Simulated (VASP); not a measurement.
# K (Pm-3m) in VASP: further runs

K is run at these levels: r2SCAN; tasks: single point.

Everything below comes from runs of VASP 6.6.1. Logs are shortened: lines on timing, memory, paths and dates and some standing lists are left out, and cuts for length are marked.

### 1 The cell of the first run

The structure is cubic, space group Pm-3m (No. 221). Conventional cell: a = 4.232 Å, b = 4.232 Å, c = 4.232 Å, α = 90.00°, β = 90.00°, γ = 90.00°. Within 5.6 Å of K (site symmetry m-3m) lie 6 K at 4.23 Å.

This isn't the form of K at room conditions, which is bcc.

### 2 Single point, r2SCAN (75.82 Å³/atom)

POSCAR

```
K
1.0
    4.2324024379      0.0000000000      0.0000000000
    0.0000000000      4.2324024379      0.0000000000
    0.0000000000      0.0000000000      4.2324024379
K
1
Direct
    0.0000000000      0.0000000000      0.0000000000
```

INCAR.step1

```
ALGO = Normal
EDIFF = 1E-4
ENCUT = 520
GGA = PE
ISMEAR = 0
LASPH = True
LCHARG = False
LREAL = False
LWAVE = True
NBANDS = 10
NELM = 100
PREC = Accurate
SIGMA = 0.15
```

INCAR.step2

```
ALGO = Normal
EDIFF = 1E-6
ENCUT = 520
ISIF = 2
ISMEAR = 0
ISTART = 1
LASPH = True
LCHARG = True
LELF = True
LMIXTAU = True
LREAL = False
LVHAR = True
LWAVE = False
METAGGA = R2SCAN
NBANDS = 10
NELM = 100
PREC = Accurate
SIGMA = 0.15
```

KPOINTS

```
k-points
0
Gamma
  12 12 12
```

Potentials or basis: VASP PAW PBE potentials, release 64 (K_sv).

Started as:

```
$ cat potpaw_PBE.64/K_sv/POTCAR > POTCAR
$ cp INCAR.step1 INCAR
$ mpirun -np 1 vasp_std > vasp.out
$ cp INCAR.step2 INCAR
$ mpirun -np 1 vasp_std > vasp.out
```

OUTCAR:

```text
EDIFF = 1E-6
   ENCUT = 520
   ISIF = 2
   ISMEAR = 0
   ISTART = 1
   LASPH = True
   LREAL = False
   METAGGA = R2SCAN
   NELM = 100
   PREC = Accurate

 ion  position               nearest neighbor table
   1  0.000  0.000  0.000-

  LATTYP: Found a simple cubic cell.
 ALAT       =     4.2324024379

  Lattice vectors:

 A1 = (   4.2324024379,   0.0000000000,   0.0000000000)
 A2 = (   0.0000000000,   4.2324024379,   0.0000000000)
 A3 = (   0.0000000000,   0.0000000000,   4.2324024379)

Analysis of symmetry for initial positions (statically):
=====================================================================
 Subroutine PRICEL returns:
 Original cell was already a primitive cell.

 Routine SETGRP: Setting up the symmetry group for a
 simple cubic supercell.

 Subroutine GETGRP returns: Found 48 space group operations
 (whereof 48 operations were pure point group operations)
 out of a pool of 48 trial point group operations.

The static configuration has the point symmetry O_h .

Analysis of symmetry for dynamics (positions and initial velocities):
=====================================================================
 Subroutine PRICEL returns:
 Original cell was already a primitive cell.

 Routine SETGRP: Setting up the symmetry group for a
 simple cubic supercell.

 Subroutine GETGRP returns: Found 48 space group operations
 (whereof 48 operations were pure point group operations)
 out of a pool of 48 trial point group operations.

The dynamic configuration has the point symmetry O_h .

 Subroutine INISYM returns: Found 48 space group operations
 (whereof 48 operations are pure point group operations),
 and found     1 'primitive' translations

----------------------------------------------------------------------------------------

                                     Primitive cell

  volume of cell :      75.8160

  direct lattice vectors                    reciprocal lattice vectors
     4.232402438  0.000000000  0.000000000     0.236272428  0.000000000  0.000000000
     0.000000000  4.232402438  0.000000000     0.000000000  0.236272428  0.000000000
     0.000000000  0.000000000  4.232402438     0.000000000  0.000000000  0.236272428

  length of vectors
     4.232402438  4.232402438  4.232402438     0.236272428  0.236272428  0.236272428

  position of ions in fractional coordinates (direct lattice)
     0.000000000  0.000000000  0.000000000

  ion indices of the primitive-cell ions
   primitive index   ion index
                 1           1

----------------------------------------------------------------------------------------

 KPOINTS: k-points

Automatic generation of k-mesh.
 Grid dimensions read from file:
 generate k-points for:   12   12   12

 Generating k-lattice:

  Cartesian coordinates                     Fractional coordinates (reciprocal lattice)
     0.019689369  0.000000000  0.000000000     0.083333333  0.000000000  0.000000000
     0.000000000  0.019689369  0.000000000     0.000000000  0.083333333  0.000000000
     0.000000000  0.000000000  0.019689369     0.000000000  0.000000000  0.083333333

  Length of vectors
     0.019689369  0.019689369  0.019689369

  Shift w.r.t. Gamma in fractional coordinates (k-lattice)
     0.000000000  0.000000000  0.000000000

 Subroutine IBZKPT returns following result:
 ===========================================

 Found     84 irreducible k-points:

 Following reciprocal coordinates:
            Coordinates               Weight
  0.000000  0.000000  0.000000      1.000000
  0.083333  0.000000  0.000000      6.000000
  0.166667  0.000000  0.000000      6.000000
  0.250000  0.000000  0.000000      6.000000
  0.333333  0.000000  0.000000      6.000000
  0.416667  0.000000  0.000000      6.000000
[... 16 lines left out ...]
  0.333333  0.333333  0.000000     12.000000
  0.416667  0.333333  0.000000     24.000000
 [... further k-points ...]
   k-points           NKPTS =     84   k-points in BZ     NKDIM =     84   number of bands    NBANDS=     10
   number of dos      NEDOS =    301   number of ions     NIONS =      1
   total plane-waves  NPLWV =  32768
   dimension x,y,z NGX =    32 NGY =   32 NGZ =   32
   dimension x,y,z NGXF=    64 NGYF=   64 NGZF=   64
   ions per type =               1
   NGX,Y,Z   is equivalent  to a cutoff of  12.57, 12.57, 12.57 a.u.
   NGXF,Y,Z  is equivalent  to a cutoff of  25.14, 25.14, 25.14 a.u.
 SYSTEM =  unknown system
   PREC   = accura    normal or accurate (medium, high low for compatibility)
   ISTART =      1    job   : 0-new  1-cont  2-samecut
   ICHARG =      0    charge: 1-file 2-atom 10-const
   ISPIN  =      1    spin polarized calculation?
   LNONCOLLINEAR =      F non collinear calculations
   LSORBIT =      F    spin-orbit coupling
   LASPH  =      T    aspherical Exc in radial PAW
   ENCUT  =  520.0 eV  38.22 Ry    6.18 a.u.   7.87  7.87  7.87*2*pi/ulx,y,z
   NELM   =    100;   NELMIN=  2; NELMDL=  0     # of ELM steps
   EDIFF  = 0.1E-05   stopping-criterion for ELM
   LREAL  =      F    real-space projection
   EDIFFG = 0.1E-04   stopping-criterion for IOM
   NSW    =      0    number of steps for IOM
   IBRION =     -1    ionic relax: 0-MD 1-quasi-New 2-CG
   NFREE  =      0    steps in history (QN), initial steepest desc. (CG)
   ISIF   =      2    stress and relaxation
   ISYM   =      2    0-nonsym 1-usesym 2-fastsym
   POTIM  = 0.5000    time-step for ionic-motion
   TEBEG  =    0.0;   TEEND  =   0.0 temperature during run
   PSTRESS=    0.0 pullay stress
   NELECT =       9.0000    total number of electrons
   NUPDOWN=      -1.0000    fix difference up-down
   EMIN   =  10.00;   EMAX   =-10.00  energy-range for DOS
   EFERMI =   0.00;   METHOD = LEGACY
   ISMEAR =     0;   SIGMA  =   0.15  broadening in eV -4-tet -1-fermi 0-gaus
   EFERMI_NEDOS =   21; number of points for ismear=-14 and -15
   IALGO  =     38    algorithm
   IMIX   =      4    mixing-type and parameters
     AMIX     =   0.40;   BMIX     =  1.00
     AMIX_MAG =   1.60;   BMIX_MAG =  1.00
  volume/ion in A,a.u.               =      75.82       511.63
  Fermi-wavevector in a.u.,A,eV,Ry     =   0.804579  1.520434  8.807696  0.647347
  Thomas-Fermi vector in A             =   1.912662
   LORBIT       =      0    0 simple, 1 ext, 2 COOP (PROOUT), +10 PAW based schemes
   METAGGA = R2SCAN    functional components
   LHFCALC =     F    Hartree Fock is set to
   AEXX    =    0.0000 exact exchange contribution
   IVDW    =     0    specifies the selected vdW correction
   LEPSILON=     F    determine dielectric tensor
   LRPA    =     F    only Hartree local field effects (RPA)
 non-spin polarized calculation
 Gauss-broadening in eV      SIGMA  =   0.15
  energy-cutoff  :      520.00
  volume of cell :       75.82
 maximum number of plane-waves:      2064
 NGX is ok and might be reduce to    32
   NGX = 15   NGY = 15   NGZ = 15

 number of electron       8.9999997 magnetization

 Free energy of the ion-electron system (eV)
  ---------------------------------------------------
  ext. energy  EPLUGINS =         0.00000000
  ---------------------------------------------------
  free energy    TOTEN  =        -5.90545129 eV

  energy without entropy =       -5.89670781  energy(sigma->0) =       -5.90107955

 E-fermi :  -0.0889     XC(G=0):  -5.8147

 val. band max:       -0.1433430556   @ k =   0.4167   0.2500   0.0000
 cond. band min:      -0.0868070003   @ k =   0.4167   0.2500   0.0833
 fundamental gap:      0.0565360553
 Fermi energy:        -0.0889499120

 k-point     1 :       0.0000    0.0000    0.0000
  band No.  band energies     occupation
      1     -33.9921      2.00000
      2     -16.6513      2.00000
      3     -16.6513      2.00000
      4     -16.6513      2.00000
      5      -2.3454      2.00000
      6       3.1236      0.00000
      7       3.1236      0.00000
      8       6.6693      0.00000
      9       6.6693      0.00000
     10       6.6693      0.00000

 k-point     2 :       0.0833    0.0000    0.0000
  band No.  band energies     occupation
      1     -33.9917      2.00000
      2     -16.6580      2.00000
      3     -16.6508      2.00000
      4     -16.6508      2.00000
      5      -2.2741      2.00000
      6       3.0520      0.00000
      7       3.1606      0.00000
      8       6.3179      0.00000
      9       6.3179      0.00000
     10       6.7001      0.00000

 k-point     3 :       0.1667    0.0000    0.0000
  band No.  band energies     occupation
      1     -33.9908      2.00000
      2     -16.6760      2.00000
      3     -16.6492      2.00000
      4     -16.6492      2.00000
      5      -2.0625      2.00000
      6       2.7786      0.00000
      7       3.2670      0.00000
      8       5.8940      0.00000
      9       5.8940      0.00000
     10       6.3031      0.00000

 k-point     4 :       0.2500    0.0000    0.0000
  band No.  band energies     occupation
      1     -33.9895      2.00000
      2     -16.7004      2.00000
      3     -16.6471      2.00000
      4     -16.6471      2.00000
      5      -1.7174      2.00000
      6       2.2413      0.00000
      7       3.4270      0.00000
      8       5.5370      0.00000
      9       5.5370      0.00000
     10       6.2594      0.00000
[... 222 lines left out ...]
 k-point    22 :       0.5000    0.2500    0.0000
  band No.  band energies     occupation
      1     -33.9844      2.00000
      2     -16.7421      2.00000
      3     -16.6894      2.00000
      4     -16.6388      2.00000
      5       0.3315      0.00007
      6       0.7101      0.00000
      7       3.6321      0.00000
      8       3.7745      0.00000
      9       5.2693      0.00000
     10       6.0337      0.00000

 k-point    23 :       0.3333    0.3333    0.0000
  band No.  band energies     occupation
      1     -33.9844      2.00000
      2     -16.7166      2.00000
      3     -16.7145      2.00000
      4     -16.6388      2.00000
      5      -0.2657      1.90433
      6       2.1787      0.00000
      7       2.4610      0.00000
      8       4.1059      0.00000
      9       5.4942      0.00000
     10       5.7761      0.00000

 k-point    24 :       0.4167    0.3333    0.0000
  band No.  band energies     occupation
      1     -33.9835      2.00000
      2     -16.7326      2.00000
      3     -16.7133      2.00000
      4     -16.6373      2.00000
      5       0.2231      0.00326
      6       1.6172      0.00000
      7       2.7479      0.00000
      8       3.7650      0.00000
      9       5.4354      0.00000
     10       5.7479      0.00000

 [... further k-points ...]

------------------------ aborting loop because EDIFF is reached ----------------------------------------

  FORCE on cell =-STRESS in cart. coord.  units (eV):
  Direction    XX          YY          ZZ          XY          YZ          ZX
  --------------------------------------------------------------------------------------
  -------------------------------------------------------------------------------------
  Total        0.0595281      0.0595281      0.0595281      0.0000000      0.0000000     -0.0000000
  in kB        1.2579736      1.2579736      1.2579736      0.0000000      0.0000000     -0.0000000
  external PRESSURE =       1.2579736 kB  Pullay stress =       0.0000000 kB

 VOLUME and BASIS-vectors are now :
 -----------------------------------------------------------------------------
  energy-cutoff  :      520.00
  volume of cell :       75.82
      direct lattice vectors                 reciprocal lattice vectors
     4.232402438  0.000000000  0.000000000     0.236272428  0.000000000  0.000000000
     0.000000000  4.232402438  0.000000000     0.000000000  0.236272428  0.000000000
     0.000000000  0.000000000  4.232402438     0.000000000  0.000000000  0.236272428

 POSITION                                       TOTAL-FORCE (eV/Angst)
 -----------------------------------------------------------------------------------
      0.00000      0.00000      0.00000         0.000000      0.000000      0.000000
 -----------------------------------------------------------------------------------
    total drift:                                0.000000     -0.000000      0.000000

  FREE ENERGIE OF THE ION-ELECTRON SYSTEM (eV)
  ---------------------------------------------------
  free  energy   TOTEN  =        -5.9054512936 eV

  energy  without entropy=       -5.8967078124  energy(sigma->0) =       -5.90107955
```

Run time: 2 min. Hardware: 1 thread of Intel Xeon Platinum 8259CL at 2.50GHz (Skylake/Cascade Lake), shared host; peak memory 0.22 GiB.

Results:

| Item | Value |
| --- | --- |
| Free energy | -5.9055 eV |
| Pressure | 0.1 GPa |
| Band gap on the k mesh | zero (an odd number of electrons rules out a gap without spin polarisation) |

Levels at points of the mesh, in eV from the Fermi level:
```tsv
k point	band 2	band 3	band 4	band 5	band 6	band 7
(0.00, 0.00, 0.00)	-16.56	-16.56	-16.56	-2.26	3.21	3.21
(0.50, 0.00, 0.00)	-16.66	-16.55	-16.55	0.06	0.13	3.91
(0.50, 0.50, 0.00)	-16.65	-16.65	-16.55	1.10	2.38	2.38
(0.50, 0.50, 0.50)	-16.63	-16.63	-16.63	2.44	2.44	2.44
```

Caveat: the PAW data sets were made with another functional, which shifts forces and pressure a little.

### 3 Single point, r2SCAN

This run uses another cell than the first one, of 80.09 Å³/atom.

POSCAR

```
K
1.0
    4.3104394900      0.0000000000      0.0000000000
    0.0000000000      4.3104394900      0.0000000000
    0.0000000000      0.0000000000      4.3104394900
K
1
Direct
    0.0000000000      0.0000000000      0.0000000000
```

INCAR.step1

```
SYSTEM = K
PREC = Accurate ; ENCUT = 520
ISMEAR = 0 ; SIGMA = 0.15
LREAL = .False. ; LASPH = .True.
NELM = 60 ; NBANDS = 10
GGA = PE ; ALGO = Normal
EDIFF = 1E-4 ; LWAVE = .True.
LCHARG = .False.
```

INCAR.step2

```
SYSTEM = K
PREC = Accurate ; ENCUT = 520
EDIFF = 1E-6 ; ISMEAR = 0
SIGMA = 0.15 ; LREAL = .False.
LASPH = .True. ; NELM = 60
ALGO = Normal ; ISIF = 2
LWAVE = .False. ; LCHARG = .False.
METAGGA = R2SCAN ; LMIXTAU = .True.
NBANDS = 10 ; ISTART = 1
```

KPOINTS

```
Automatic mesh
0
Gamma
  12 12 12
  0 0 0
```

Potentials or basis: VASP PAW PBE potentials, release 64 (K_sv).

Started as:

```
$ cat potpaw_PBE.64/K_sv/POTCAR > POTCAR
$ cp INCAR.step1 INCAR
$ mpirun -np 1 vasp_std > vasp.out
$ cp INCAR.step2 INCAR
$ mpirun -np 1 vasp_std > vasp.out
```

OUTCAR:

```text
SYSTEM = K
   PREC = Accurate
   ENCUT = 520
   EDIFF = 1E-6
   ISMEAR = 0
   LREAL = .False.
   LASPH = .True.
   NELM = 60
   ISIF = 2
   METAGGA = R2SCAN
   ISTART = 1

 ion  position               nearest neighbor table
   1  0.000  0.000  0.000-

  LATTYP: Found a simple cubic cell.
 ALAT       =     4.3104394900

  Lattice vectors:

[... 488 lines left out ...]
      5       0.1096      0.00324
      6       1.4559      0.00000
      7       2.5603      0.00000
      8       3.5689      0.00000
      9       5.2454      0.00000
     10       5.5485      0.00000

 [... further k-points ...]

------------------------ aborting loop because EDIFF is reached ----------------------------------------

  FORCE on cell =-STRESS in cart. coord.  units (eV):
  Direction    XX          YY          ZZ          XY          YZ          ZX
  --------------------------------------------------------------------------------------
  -------------------------------------------------------------------------------------
  Total       -0.0159108     -0.0159108     -0.0159108      0.0000000     -0.0000000     -0.0000000
  in kB       -0.3183014     -0.3183014     -0.3183014      0.0000000     -0.0000000     -0.0000000
  external PRESSURE =      -0.3183014 kB  Pullay stress =       0.0000000 kB

 VOLUME and BASIS-vectors are now :
 -----------------------------------------------------------------------------
  energy-cutoff  :      520.00
  volume of cell :       80.09
      direct lattice vectors                 reciprocal lattice vectors
     4.310439490  0.000000000  0.000000000     0.231994905  0.000000000  0.000000000
     0.000000000  4.310439490  0.000000000     0.000000000  0.231994905  0.000000000
     0.000000000  0.000000000  4.310439490     0.000000000  0.000000000  0.231994905

 POSITION                                       TOTAL-FORCE (eV/Angst)
 -----------------------------------------------------------------------------------
      0.00000      0.00000      0.00000         0.000000      0.000000      0.000000
 -----------------------------------------------------------------------------------
    total drift:                                0.000000      0.000000      0.000000

  FREE ENERGIE OF THE ION-ELECTRON SYSTEM (eV)
  ---------------------------------------------------
  free  energy   TOTEN  =        -5.9072588276 eV

  energy  without entropy=       -5.8983602185  energy(sigma->0) =       -5.90280952
```

It took 2.4 min on 1 thread of Intel Xeon Platinum 8259CL at 2.50GHz (Skylake/Cascade Lake), shared host; peak memory 0.22 GiB.

What came out:

| Item | Value |
| --- | --- |
| Free energy | -5.9073 eV |
| Pressure | 0.0 GPa |
| Band gap on the k mesh | zero (an odd number of electrons rules out a gap without spin polarisation) |

Caveat: the PAW data sets were made with another functional, which shifts forces and pressure a little.

The gap in the log of VASP goes by the Fermi energy; the results here count the filled bands.